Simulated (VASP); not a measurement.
Write the native input for VASP 6.6.1 that does the following.

* Task: single point
* Functional: LDA
* Potentials or basis: VASP PAW LDA potentials, release 64 (Hf_pv, N)
* Cutoff: 520 eV
* k mesh: 18 × 18 × 18
* Occupations: gaussian, width 0.15 eV
* Spin: no spin polarisation
* Dipole correction: no
* Further INCAR settings: ALGO = Normal; EDIFF = 1e-06; NBANDS = 14

The structure of HfN lies in POSCAR:

```
HfN
1.0
    0.0000000000      2.1446166521      2.2339756793
    2.1446166521      0.0000000000      2.2339756793
    2.1446166521      2.1446166521      0.0000000000
Hf N
1 1
Direct
   -0.0015807754      0.0015807754      0.0015807754
    0.5201434601      0.4798565399      0.4798565399
```

The input as run:

INCAR

```
SYSTEM = HfN
PREC = Accurate ; ENCUT = 520
EDIFF = 1E-6 ; ISMEAR = 0
SIGMA = 0.15 ; LREAL = .False.
LASPH = .True. ; NELM = 60
ALGO = Normal ; ISIF = 2
LWAVE = .False. ; LCHARG = .True.
GGA = CA ; LELF = .True.
LVHAR = .True. ; NBANDS = 14
```

KPOINTS

```
Automatic mesh
0
Gamma
  18 18 18
  0 0 0
```

Potentials or basis: VASP PAW LDA potentials, release 64 (Hf_pv, N).

Run with:

```sh
$ cat potpaw_LDA.64/Hf_pv/POTCAR potpaw_LDA.64/N/POTCAR > POTCAR
$ mpirun -np 1 vasp_std > vasp.out
```

Results of the run:

| Quantity | Value |
| --- | --- |
| Pressure | 31.6 GPa |
| Largest force | 1.877 eV/Å |

Caveat: forces of over 1 eV/Å act on the atoms, so gaps and moduli don't describe the material at rest.

Run time: 59 s on 1 thread of Intel(R) Xeon(R) 6975P-C (Granite Rapids), on a shared host, peak memory 0.35 GiB.
